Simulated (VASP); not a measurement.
A run of VASP 6.6.1 is set up as follows.

Contents of INCAR:

```
SYSTEM = CdS
ALGO = Normal ; EDIFF = 1E-6
ENCUT = 520 ; GGA = PE
ISIF = 2 ; ISMEAR = 0
LASPH = .TRUE. ; LCHARG = .TRUE.
LELF = .TRUE. ; LREAL = .FALSE.
LVHAR = .TRUE. ; LWAVE = .FALSE.
NBANDS = 16 ; NELM = 100
PREC = Accurate ; SIGMA = 0.05
```

The input KPOINTS:

```
k-points
0
G
  8 8 8
  0 0 0
```

POSCAR

```
CdS
1.0
    0.0000000000      2.9100000000      2.9100000000
    2.9100000000      0.0000000000      2.9100000000
    2.9100000000      2.9100000000      0.0000000000
Cd S
1 1
Direct
    0.0300687285     -0.0300687285      0.0300687285
    0.7500000000      0.7500000000      0.7500000000
```

Potentials or basis: VASP PAW PBE potentials, release 64 (Cd, S).

Launch:

```bash
$ cat potpaw_PBE.64/Cd/POTCAR potpaw_PBE.64/S/POTCAR > POTCAR
$ mpirun -np 1 vasp_std > vasp.out
```

Task: What does it give for the largest force?

Result: 0.920 eV/Å.

Task: Predict the pressure.

Result: 4.4 GPa.

Task: Estimate the band gap on the k mesh.

Result: 1.17 eV, direct.

Forces on the atoms (eV/Å):
```
Cd   0.000 -0.920  0.000
S    0.000  0.920  0.000
```

Caveat: the cell differs from its parent crystal (all Cd atoms moved +0.175 Å, as atom 1 along Cartesian [0 1 0]).
